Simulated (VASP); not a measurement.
Input of a VASP 6.6.1 run:

Contents of INCAR:

```
SYSTEM = ZrB
ALGO = Normal
EDIFF = 1E-6
ENCUT = 520
GGA = PS
ISIF = 2
ISMEAR = 0
LASPH = .TRUE.
LCHARG = .FALSE.
LREAL = .FALSE.
LWAVE = .FALSE.
NBANDS = 14
NELM = 60
PREC = Accurate
SIGMA = 0.15
```

KPOINTS

```
k-points
0
G
  18 18 18
  0 0 0
```

The input POSCAR:

```
ZrB
1.0
    0.0000000000      2.3250000000      2.3250000000
    2.3250000000      0.0000000000      2.3250000000
    2.3250000000      2.3250000000      0.0000000000
Zr B
1 1
Direct
    0.0000000000      0.0000000000      0.0000000000
    0.4865591398      0.4865591398      0.5134408602
```

Potentials or basis: VASP PAW PBE potentials, release 64 (Zr_sv, B).

Command:

```bash
$ cat potpaw_PBE.64/Zr_sv/POTCAR potpaw_PBE.64/B/POTCAR > POTCAR
$ mpirun -np 1 vasp_std > vasp.out
```

Q: Predict the pressure.

A: 29.9 GPa.

Q: Estimate the largest force.

A: 0.647 eV/Å.

Q: Estimate the band gap on the k mesh.

A: Zero (an odd number of electrons rules out a gap without spin polarisation).

Forces on the atoms (eV/Å):
```
Zr   0.000  0.000 -0.647
B    0.000  0.000  0.647
```

Caveat: the cell differs from its parent crystal (all B atoms moved +0.062 Å, as atom 2 towards its neighbour atom 1 (Zr) at 2.325 Å); the cell stands under pressure; the PAW data sets were made with another functional, which shifts forces and pressure a little.
